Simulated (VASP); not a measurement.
Runs of VASP 6.6.1 on YHg. The structure is that of space group Pm-3m (No. 221), or close to it. The cells are those of the table. 

```csv
task,cell,gap on the mesh (eV),pressure (GPa)
single point,"a = 3.682 Å, angles 90.6°, 2 atoms",none,-3.3
single point,"a = 3.682 Å, angles 91.1°, 2 atoms",none,-3.2
single point,"a = 3.682 Å, angles 89.4°, 2 atoms",none,-3.3
single point,"a = 3.756, b = 3.756, c = 3.682 Å, 2 atoms",none,-5.7
single point,"a = 3.719, b = 3.719, c = 3.682 Å, 2 atoms",none,-4.5
single point,"a = 3.645, b = 3.645, c = 3.682 Å, 2 atoms",none,(a)
single point,"a = 3.608, b = 3.608, c = 3.682 Å, 2 atoms",none,-0.3
single point,"a = 3.682 Å, angles 88.8°, 2 atoms",none,-3.2
electric field gradients,"a = 3.756, b = 3.756, c = 3.682 Å, 2 atoms",none,-5.7
```

Alike in all rows: level LDA; potentials or basis VASP PAW LDA potentials, release 64 (Y_sv, Hg); no spin polarisation; k mesh 11 × 11 × 11; cutoff (eV) 520; smearing fermi-dirac 0.08 eV.

Q: Fill in the values left out.

A: (a) -1.9.

Caveats: spin-orbit coupling is left out, which moves the levels of the heavy elements; the cell stands under tension (at least some runs).

A k mesh can miss the band edges, and the runs leave out spin-orbit coupling on Hg, Y.

A gap of «none» marks levels without a gap at the run's occupations.
